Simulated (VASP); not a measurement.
# SnTe3 in VASP: further runs

Runs on SnTe3. Level: PBE. Tasks: single point.

Everything below comes from runs of VASP 6.6.1. Logs are shortened: lines on timing, memory, paths and dates and some standing lists are left out, and cuts for length are marked.

### 1 The cell of the first run

The structure is cubic, space group Fm-3m (No. 225). Conventional cell: a = 7.644 Å, b = 7.644 Å, c = 7.644 Å, α = 90.00°, β = 90.00°, γ = 90.00°. Te (site symmetry m-3m) has 8 Te at 3.31 Å and 6 Sn at 3.82 Å within 4.4 Å. Within 4.4 Å of Te (site symmetry -43m) lie 10 Te at 3.31 to 3.82 Å and 4 Sn at 3.31 Å. Within 4.4 Å of Sn (site symmetry m-3m) lie 14 Te at 3.31 to 3.82 Å.

### 2 Single point, PBE

File INCAR:

```
SYSTEM = SnTe3
  PREC = Accurate
  ENCUT = 520
  EDIFF = 1E-7
  ISMEAR = 0
  SIGMA = 0.02
  LREAL = .FALSE.
  LASPH = .TRUE.
  NELM = 100
  ALGO = Normal
  ISIF = 2
  LWAVE = .FALSE.
  LCHARG = .FALSE.
  GGA = PE
  NBANDS = 24
```

File KPOINTS:

```
regular mesh
0
G
  8 8 8
  0 0 0
```

File POSCAR:

```
SnTe3
1.0
    0.0000000000      3.8222141211      3.8222141211
    3.8222141211      0.0000000000      3.8222141211
    3.8222141211      3.8222141211      0.0000000000
Te Sn
3 1
Direct
    0.5000000000      0.5000000000      0.5000000000
    0.7500000000      0.7500000000      0.7500000000
    0.2500000000      0.2500000000      0.2500000000
    0.0000000000      0.0000000000      0.0000000000
```

Potentials or basis: VASP PAW PBE potentials, release 64 (Te, Sn_d).

Command:

```console
> cat potpaw_PBE.64/Te/POTCAR potpaw_PBE.64/Sn_d/POTCAR > POTCAR
> mpirun -np 1 vasp_std > vasp.out
```

OUTCAR:

```text
SYSTEM = SnTe3
   PREC = Accurate
   ENCUT = 520
   EDIFF = 1E-7
   ISMEAR = 0
   LREAL = .FALSE.
   LASPH = .TRUE.
   NELM = 100
   ISIF = 2
   GGA = PE

 ion  position               nearest neighbor table
   1  0.500  0.500  0.500-   3 3.31   3 3.31   3 3.31   2 3.31   3 3.31   2 3.31   2 3.31   2 3.31

   2  0.750  0.750  0.750-   1 3.31   1 3.31   1 3.31   1 3.31   4 3.31   4 3.31   4 3.31   4 3.31

   3  0.250  0.250  0.250-   4 3.31   4 3.31   4 3.31   1 3.31   4 3.31   1 3.31   1 3.31   1 3.31

   4  0.000  0.000  0.000-   2 3.31   2 3.31   2 3.31   2 3.31   3 3.31   3 3.31   3 3.31   3 3.31

  LATTYP: Found a face centered cubic cell.
 ALAT       =     7.6444282422

  Lattice vectors:

 A1 = (   0.0000000000,   3.8222141211,   3.8222141211)
 A2 = (   3.8222141211,   0.0000000000,   3.8222141211)
 A3 = (   3.8222141211,   3.8222141211,   0.0000000000)

Analysis of symmetry for initial positions (statically):
=====================================================================
 Subroutine PRICEL returns:
 Original cell was already a primitive cell.

 Routine SETGRP: Setting up the symmetry group for a
 face centered cubic supercell.

 Subroutine GETGRP returns: Found 48 space group operations
 (whereof 48 operations were pure point group operations)
 out of a pool of 48 trial point group operations.

The static configuration has the point symmetry O_h .

Analysis of symmetry for dynamics (positions and initial velocities):
=====================================================================
 Subroutine PRICEL returns:
 Original cell was already a primitive cell.

 Routine SETGRP: Setting up the symmetry group for a
 face centered cubic supercell.

 Subroutine GETGRP returns: Found 48 space group operations
 (whereof 48 operations were pure point group operations)
 out of a pool of 48 trial point group operations.

The dynamic configuration has the point symmetry O_h .

 Subroutine INISYM returns: Found 48 space group operations
 (whereof 48 operations are pure point group operations),
 and found     1 'primitive' translations

----------------------------------------------------------------------------------------

                                     Primitive cell

  volume of cell :     111.6799

  direct lattice vectors                    reciprocal lattice vectors
     0.000000000  3.822214121  3.822214121    -0.130814231  0.130814231  0.130814231
     3.822214121  0.000000000  3.822214121     0.130814231 -0.130814231  0.130814231
     3.822214121  3.822214121  0.000000000     0.130814231  0.130814231 -0.130814231

  length of vectors
     5.405427048  5.405427048  5.405427048     0.226576894  0.226576894  0.226576894

  position of ions in fractional coordinates (direct lattice)
     0.500000000  0.500000000  0.500000000
     0.750000000  0.750000000  0.750000000
     0.250000000  0.250000000  0.250000000
     0.000000000  0.000000000  0.000000000

  ion indices of the primitive-cell ions
   primitive index   ion index
                 1           1
                 2           2
                 3           3
                 4           4

----------------------------------------------------------------------------------------

 KPOINTS: regular mesh

Automatic generation of k-mesh.
 Grid dimensions read from file:
 generate k-points for:    8    8    8

 Generating k-lattice:

  Cartesian coordinates                     Fractional coordinates (reciprocal lattice)
    -0.016351779  0.016351779  0.016351779     0.125000000  0.000000000  0.000000000
     0.016351779 -0.016351779  0.016351779     0.000000000  0.125000000  0.000000000
     0.016351779  0.016351779 -0.016351779     0.000000000  0.000000000  0.125000000

  Length of vectors
     0.028322112  0.028322112  0.028322112

  Shift w.r.t. Gamma in fractional coordinates (k-lattice)
     0.000000000  0.000000000  0.000000000

 Subroutine IBZKPT returns following result:
 ===========================================

 Found     29 irreducible k-points:

 Following reciprocal coordinates:
            Coordinates               Weight
  0.000000  0.000000  0.000000      1.000000
  0.125000  0.000000  0.000000      8.000000
  0.250000  0.000000  0.000000      8.000000
  0.375000  0.000000  0.000000      8.000000
  0.500000  0.000000  0.000000      4.000000
  0.125000  0.125000  0.000000      6.000000
[... 16 lines left out ...]
  0.500000  0.250000  0.125000     48.000000
 -0.375000  0.250000  0.125000     24.000000
 [... further k-points ...]
   k-points           NKPTS =     29   k-points in BZ     NKDIM =     29   number of bands    NBANDS=     24
   number of dos      NEDOS =    301   number of ions     NIONS =      4
   total plane-waves  NPLWV =  64000
   dimension x,y,z NGX =    40 NGY =   40 NGZ =   40
   dimension x,y,z NGXF=    80 NGYF=   80 NGZF=   80
   ions per type =               3   1
   NGX,Y,Z   is equivalent  to a cutoff of  12.30, 12.30, 12.30 a.u.
   NGXF,Y,Z  is equivalent  to a cutoff of  24.60, 24.60, 24.60 a.u.
 SYSTEM =  SnTe3
   PREC   = accura    normal or accurate (medium, high low for compatibility)
   ISTART =      0    job   : 0-new  1-cont  2-samecut
   ICHARG =      2    charge: 1-file 2-atom 10-const
   ISPIN  =      1    spin polarized calculation?
   LNONCOLLINEAR =      F non collinear calculations
   LSORBIT =      F    spin-orbit coupling
   LASPH  =      T    aspherical Exc in radial PAW
   ENCUT  =  520.0 eV  38.22 Ry    6.18 a.u.  10.05 10.05 10.05*2*pi/ulx,y,z
   NELM   =    100;   NELMIN=  2; NELMDL= -5     # of ELM steps
   EDIFF  = 0.1E-06   stopping-criterion for ELM
   LREAL  =      F    real-space projection
   EDIFFG = 0.1E-05   stopping-criterion for IOM
   NSW    =      0    number of steps for IOM
   IBRION =     -1    ionic relax: 0-MD 1-quasi-New 2-CG
   NFREE  =      0    steps in history (QN), initial steepest desc. (CG)
   ISIF   =      2    stress and relaxation
   ISYM   =      2    0-nonsym 1-usesym 2-fastsym
   POTIM  = 0.5000    time-step for ionic-motion
   TEBEG  =    0.0;   TEEND  =   0.0 temperature during run
   PSTRESS=    0.0 pullay stress
   NELECT =      32.0000    total number of electrons
   NUPDOWN=      -1.0000    fix difference up-down
   EMIN   =  10.00;   EMAX   =-10.00  energy-range for DOS
   EFERMI =   0.00;   METHOD = LEGACY
   ISMEAR =     0;   SIGMA  =   0.02  broadening in eV -4-tet -1-fermi 0-gaus
   EFERMI_NEDOS =   21; number of points for ismear=-14 and -15
   IALGO  =     38    algorithm
   IMIX   =      4    mixing-type and parameters
     AMIX     =   0.40;   BMIX     =  1.00
     AMIX_MAG =   1.60;   BMIX_MAG =  1.00
  volume/ion in A,a.u.               =      27.92       188.41
  Fermi-wavevector in a.u.,A,eV,Ry     =   1.079278  2.039539 15.848611  1.164840
  Thomas-Fermi vector in A             =   2.215238
   LORBIT       =      0    0 simple, 1 ext, 2 COOP (PROOUT), +10 PAW based schemes
   GGA     = PE    functional components
   LHFCALC =     F    Hartree Fock is set to
   AEXX    =    0.0000 exact exchange contribution
   IVDW    =     0    specifies the selected vdW correction
   LEPSILON=     F    determine dielectric tensor
   LRPA    =     F    only Hartree local field effects (RPA)
 non-spin polarized calculation
 Gauss-broadening in eV      SIGMA  =   0.02
  energy-cutoff  :      520.00
  volume of cell :      111.68
 maximum number of plane-waves:      3028
   NGX = 21   NGY = 21   NGZ = 21

 number of electron      31.9999991 magnetization

 Free energy of the ion-electron system (eV)
  ---------------------------------------------------
  ext. energy  EPLUGINS =         0.00000000
  ---------------------------------------------------
  free energy    TOTEN  =       -12.61311274 eV

  energy without entropy =      -12.61174927  energy(sigma->0) =      -12.61243101

 E-fermi :   8.1137     XC(G=0): -10.1703

 val. band max:        8.1084834732   @ k =   0.3750   0.1250   0.0000
 cond. band min:       8.1241425288   @ k =   0.2500   0.1250   0.0000
 fundamental gap:      0.0156590555
 Fermi energy:         8.1136699560

 k-point     1 :       0.0000    0.0000    0.0000
  band No.  band energies     occupation
      1     -13.5135      2.00000
      2     -13.5135      2.00000
      3     -13.5135      2.00000
      4     -13.5092      2.00000
      5     -13.5092      2.00000
      6      -5.5646      2.00000
[... 16 lines left out ...]
     23      12.3891      0.00000
     24      18.3908      0.00000

 k-point     2 :       0.1250    0.0000    0.0000
  band No.  band energies     occupation
      1     -13.5137      2.00000
      2     -13.5134      2.00000
      3     -13.5134      2.00000
      4     -13.5092      2.00000
      5     -13.5092      2.00000
      6      -5.4625      2.00000
[... 16 lines left out ...]
     23      12.2547      0.00000
     24      17.7600      0.00000

 k-point     3 :       0.2500    0.0000    0.0000
  band No.  band energies     occupation
      1     -13.5141      2.00000
      2     -13.5131      2.00000
      3     -13.5131      2.00000
      4     -13.5092      2.00000
      5     -13.5092      2.00000
      6      -5.1638      2.00000
[... 16 lines left out ...]
     23      12.6931      0.00000
     24      17.0793      0.00000

 k-point     4 :       0.3750    0.0000    0.0000
  band No.  band energies     occupation
      1     -13.5146      2.00000
      2     -13.5128      2.00000
      3     -13.5128      2.00000
      4     -13.5092      2.00000
      5     -13.5092      2.00000
      6      -4.7070      2.00000
[... 16 lines left out ...]
     23      14.1717      0.00000
     24      15.7875      0.00000

 k-point     5 :       0.5000    0.0000    0.0000
  band No.  band energies     occupation
      1     -13.5148      2.00000
      2     -13.5127      2.00000
      3     -13.5127      2.00000
      4     -13.5092      2.00000
      5     -13.5092      2.00000
      6      -4.3478      2.00000
[... 16 lines left out ...]
     23      15.8384      0.00000
     24      15.8384      0.00000

 k-point     6 :       0.1250    0.1250    0.0000
  band No.  band energies     occupation
      1     -13.5139      2.00000
      2     -13.5133      2.00000
      3     -13.5133      2.00000
      4     -13.5093      2.00000
      5     -13.5091      2.00000
      6      -5.4284      2.00000
[... 16 lines left out ...]
     23      12.1675      0.00000
     24      18.0590      0.00000
[... 379 lines left out ...]
 k-point    21 :       0.5000    0.5000    0.0000
  band No.  band energies     occupation
      1     -13.5163      2.00000
      2     -13.5116      2.00000
      3     -13.5116      2.00000
      4     -13.5103      2.00000
      5     -13.5087      2.00000
      6      -3.6308      2.00000
[... 16 lines left out ...]
     23      13.5926      0.00000
     24      13.7713      0.00000

 k-point    22 :       0.3750    0.2500    0.1250
  band No.  band energies     occupation
      1     -13.5146      2.00000
      2     -13.5128      2.00000
      3     -13.5126      2.00000
      4     -13.5096      2.00000
      5     -13.5091      2.00000
      6      -4.9028      2.00000
[... 16 lines left out ...]
     23      14.5214      0.00000
     24      16.2076      0.00000

 k-point    23 :       0.5000    0.2500    0.1250
  band No.  band energies     occupation
      1     -13.5145      2.00000
      2     -13.5131      2.00000
      3     -13.5123      2.00000
      4     -13.5096      2.00000
      5     -13.5091      2.00000
      6      -4.4566      2.00000
[... 16 lines left out ...]
     23      15.1830      0.00000
     24      15.6285      0.00000

 k-point    24 :      -0.3750    0.2500    0.1250
  band No.  band energies     occupation
      1     -13.5143      2.00000
      2     -13.5133      2.00000
      3     -13.5122      2.00000
      4     -13.5096      2.00000
      5     -13.5092      2.00000
      6      -4.0984      2.00000
[... 16 lines left out ...]
     23      15.0569      0.00000
     24      15.4432      0.00000

 [... further k-points ...]

------------------------ aborting loop because EDIFF is reached ----------------------------------------

  FORCE on cell =-STRESS in cart. coord.  units (eV):
  Direction    XX          YY          ZZ          XY          YZ          ZX
  --------------------------------------------------------------------------------------
  -------------------------------------------------------------------------------------
  Total        1.1596703      1.1596703      1.1596703      0.0000000      0.0000000     -0.0000000
  in kB       16.6368108     16.6368108     16.6368108      0.0000000      0.0000000     -0.0000000
  external PRESSURE =      16.6368108 kB  Pullay stress =       0.0000000 kB

 VOLUME and BASIS-vectors are now :
 -----------------------------------------------------------------------------
  energy-cutoff  :      520.00
  volume of cell :      111.68
      direct lattice vectors                 reciprocal lattice vectors
     0.000000000  3.822214121  3.822214121    -0.130814231  0.130814231  0.130814231
     3.822214121  0.000000000  3.822214121     0.130814231 -0.130814231  0.130814231
     3.822214121  3.822214121  0.000000000     0.130814231  0.130814231 -0.130814231

 POSITION                                       TOTAL-FORCE (eV/Angst)
 -----------------------------------------------------------------------------------
      3.82221      3.82221      3.82221        -0.000000     -0.000000      0.000000
      5.73332      5.73332      5.73332         0.000000      0.000000     -0.000000
      1.91111      1.91111      1.91111        -0.000000     -0.000000      0.000000
      0.00000      0.00000      0.00000        -0.000000     -0.000000      0.000000
 -----------------------------------------------------------------------------------
    total drift:                               -0.000000      0.000000      0.000000

  FREE ENERGIE OF THE ION-ELECTRON SYSTEM (eV)
  ---------------------------------------------------
  free  energy   TOTEN  =       -12.6131127446 eV

  energy  without entropy=      -12.6117492673  energy(sigma->0) =      -12.61243101
```

Run time: 39 s. Hardware: 1 thread of Intel Xeon 6975P-C (Granite Rapids), shared host; peak memory 0.27 GiB.

Results:

```yaml
Free_energy: -12.6131 eV
Pressure: 1.7 GPa
Band_gap_on_the_k_mesh: zero (bands 16 and 17 overlap by 2.32 eV)
```

Levels at points of the mesh, in eV from the Fermi level:
```csv
k point,band 14,band 15,band 16,band 17,band 18,band 19
"(0.00, 0.00, 0.00)",-3.41,-3.41,-1.91,-1.91,-1.91,3.00
"(0.50, 0.00, 0.00)",-2.01,-1.94,0.41,0.41,1.39,1.81
"(0.50, 0.50, 0.00)",-0.59,-0.59,0.07,0.19,0.19,2.18
```

Caveat: spin-orbit coupling is left out, which moves the levels of the heavy elements.

(Part 1 of 2 ends here.)

The gap in the log of VASP goes by the Fermi energy; the results here count the filled bands.